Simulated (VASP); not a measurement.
Input of a VASP 6.6.1 run:

File INCAR:

```
PREC = Accurate
ENCUT = 520
EDIFF = 1E-7
ISMEAR = -1
SIGMA = 0.1
LREAL = F
LASPH = T
NELM = 100
ALGO = Normal
ISIF = 2
LWAVE = F
LCHARG = F
GGA = RE
NBANDS = 30
```

The input KPOINTS:

```
Automatic mesh
0
Gamma
  6 6 6
```

Contents of POSCAR:

```
Sb
1.0
    6.1096641991      0.0000000000      0.0000000000
    0.0000000000      6.1096641991      0.0000000000
    0.0000000000      0.0000000000      6.1096641991
Sb
8
Direct
    0.0000000000      1.0000000000      1.0000000000
    0.5000000000      0.5000000000      0.5000000000
    0.2500000000      0.0000000000      0.5000000000
    0.7500000000      0.0000000000      0.5000000000
    0.5000000000      0.2500000000      0.0000000000
    0.5000000000      0.7500000000      1.0000000000
    1.0000000000      0.5000000000      0.2500000000
    1.0000000000      0.5000000000      0.7500000000
```

Potentials or basis: VASP PAW PBE potentials, release 64 (Sb).

Run with:

```bash
$ cat potpaw_PBE.64/Sb/POTCAR > POTCAR
$ mpirun -np 1 vasp_std > vasp.out
```

Problem. What does it give for the band gap on the k mesh?

Solution. Zero (bands 20 and 21 overlap by 0.51 eV).

Problem. What does it give for the pressure?

Solution. -0.3 GPa.

Caveat: the PAW data sets were made with another functional, which shifts forces and pressure a little; spin-orbit coupling is left out, which moves the levels of the heavy elements.
